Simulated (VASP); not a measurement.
A run of VASP 6.6.1 is set up as follows.

File INCAR:

```
SYSTEM = Sb
PREC     = Accurate       ! precision mode
ENCUT    = 520            ! plane-wave cutoff, eV
EDIFF    = 1E-6           ! SCF threshold, eV
ISMEAR   = 0              ! smearing method
SIGMA    = 0.15           ! smearing width, eV
LREAL    = .False.        ! projectors in reciprocal space
LASPH    = .True.         ! aspherical terms in the spheres
NELM     = 80             ! most SCF steps
ALGO     = Normal         ! electronic algorithm
ISIF     = 2              ! what is computed and relaxed
LWAVE    = .False.        ! write WAVECAR
LCHARG   = .False.        ! write CHGCAR
NBANDS   = 12             ! bands
```

KPOINTS

```
Automatic mesh
0
Gamma
  15 15 15
  0 0 0
```

Contents of POSCAR:

```
Sb
1.0
    2.2703182135      1.3107688317      3.3595552717
   -2.2703182135      1.3107688317      3.3595552717
    0.0000000000     -2.6215376634      3.3595552718
Sb
2
Direct
    0.2336400000      0.2336400000      0.2336400000
    0.7663600000      0.7663600000      0.7663600000
```

Potentials or basis: VASP PAW LDA potentials, release 64 (Sb).

Run with:

```sh
$ cat potpaw_LDA.64/Sb/POTCAR > POTCAR
$ mpirun -np 1 vasp_std > vasp.out
```

Question: Estimate the band gap on the k mesh.

Answer: Zero (band 5 reaches 6.95 eV, above the bottom of band 6 at 6.42 eV).

Question: Estimate the largest force.

Answer: 0.296 eV/Å.

Question: Predict the pressure.

Answer: -2.0 GPa.

Stress tensor (GPa, compression positive):
```
-3.67  0.00  0.00
 0.00 -3.67  0.00
 0.00  0.00  1.32
```

Caveat: spin-orbit coupling is left out, which moves the levels of the heavy elements.
